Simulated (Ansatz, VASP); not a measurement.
HfGeW4 in VASP and in Ansatz

The input INCAR:

```
PREC = Accurate
ENCUT = 520
EDIFF = 1E-6
ISMEAR = 0
SIGMA = 0.1
LREAL = False
LASPH = True
NELM = 80
ALGO = Normal
ISIF = 2
LWAVE = False
LCHARG = False
GGA = PE
NBANDS = 49
```

Contents of KPOINTS:

```
regular mesh
0
Gamma
  6 6 2
```

POSCAR

```
HfGeW4
1.0
    4.1217670300      0.0000000000      0.0000000000
   -2.0608835100      3.5695549600      0.0000000000
    0.0000000000      0.0000000000      9.0266127300
Hf Ge W
1 1 4
Direct
    0.0000000000      0.0000000000      0.0000000000
    0.0000000000      0.0000000000      0.5000000000
    0.3333333300      0.6666666700      0.5000000000
    0.6666666700      0.3333333300      0.5000000000
    0.0000000000      0.0000000000      0.7155753900
    0.0000000000      0.0000000000      0.2844246100
```

Input for Ansatz:

```yaml
crystal:
  lattice:
    - [4.12176703, 0.0, 0.0]
    - [-2.06088351, 3.56955496, 0.0]
    - [0.0, 0.0, 9.02661273]
  atoms:
    - { symbol: Hf, position: [0.0, 0.0, 0.0] }
    - { symbol: Ge, position: [0.0, 0.0, 0.5] }
    - { symbol: W, position: [0.33333333, 0.66666667, 0.5] }
    - { symbol: W, position: [0.66666667, 0.33333333, 0.5] }
    - { symbol: W, position: [0.0, 0.0, 0.71557539] }
    - { symbol: W, position: [0.0, 0.0, 0.28442461] }
basis:
  ecutwfc: 420
kpoints:
  mp_grid: { grid: [6, 6, 2] }
hamiltonian:
  xc: pbe
scf:
  occupations: { method: gaussian, width: 0.1 }
  lower_state_search: "off"
output:
  forces: true
  stress: true
  eigenvalues: true
```

Alike in both runs: task single point; functional PBE; k mesh 6 × 6 × 2; occupations gaussian, width 0.1 eV; no spin polarisation.

```csv
,VASP,Ansatz
version,VASP 6.6.1,Ansatz 0.2.0
potentials or method,"VASP PAW PBE potentials, release 64 (Hf_pv, Ge_d, W_sv), cutoff 520 eV","scalar-relativistic, plane waves, PAW"
valence electrons in the cell,80,96
```

|  | VASP | Ansatz | Ansatz less VASP |
| --- | --- | --- | --- |
| gap on the k mesh at the Fermi level (eV) | none | none | - |
| rms of the force components (eV/Å) | 5.562 | 5.299 | -0.2626 |

Atom by atom the forces differ by 0.263 eV/Å (rms over components). A gap of «none» marks a metal or a gap that the smearing closes. VASP's potentials hold 80 valence electrons a cell and Ansatz's 96, so a difference there can come from the potentials and not from the codes.

Spin-orbit coupling is off throughout.
